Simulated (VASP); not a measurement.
Write the native input for VASP 6.6.1 that does the following.

* Task: single point
* Functional: PBE
* Potentials or basis: VASP PAW PBE potentials, release 64 (Ni)
* Cutoff: 520 eV
* k mesh: 20 × 20 × 14
* Occupations: gaussian, width 0.1 eV
* Spin: collinear spin, ferromagnetic start
* Starting moments: [0.75, 0.75] μB
* Dipole correction: no
* Further INCAR settings: ALGO = Fast; EDIFF = 1e-07; NBANDS = 21

The structure of Ni lies in POSCAR:

```
Ni
1.0
    1.7798264546      1.7798264546      0.0000000000
   -1.7798264546      1.7798264546      0.0000000000
    0.0000000000      0.0000000000      3.4129656590
Ni
2
Direct
    0.0000000000      0.0000000000      0.0000000000
    0.5000000000      0.5000000000      0.5000000000
```

This cell differs from its parent crystal: uniaxial strain along c: -3.0 %, then relaxed in part.

One way to write it, as run:

INCAR

```
PREC = Accurate ; ENCUT = 520
EDIFF = 1E-7 ; ISMEAR = 0
SIGMA = 0.1 ; LREAL = F
LASPH = T ; NELM = 150
ALGO = Fast ; ISIF = 2
LWAVE = F ; LCHARG = F
ISPIN = 2 ; MAGMOM = 0.75 0.75
LORBIT = 11 ; LMAXMIX = 4
GGA = PE ; NBANDS = 21
```

KPOINTS

```
regular mesh
0
Gamma
  20 20 14
```

Potentials or basis: VASP PAW PBE potentials, release 64 (Ni).

The run is started by

```bash
$ cat potpaw_PBE.64/Ni/POTCAR > POTCAR
$ mpirun -np 1 vasp_std > vasp.out
```

It gave:

```yaml
Pressure: 1.5 GPa
Net_moment: 1.25 μB per cell
Site_moments: Ni +0.63 μB
Valence_electrons_inside_the_program's_atomic_spheres: Ni 9.32
```

Caveat: the cell differs from its parent crystal (uniaxial strain along c: -3.0 %, then relaxed in part).

It took 3.6 min on 1 thread of Intel(R) Xeon(R) 6975P-C (Granite Rapids) (shared host), peak memory 0.41 GiB.
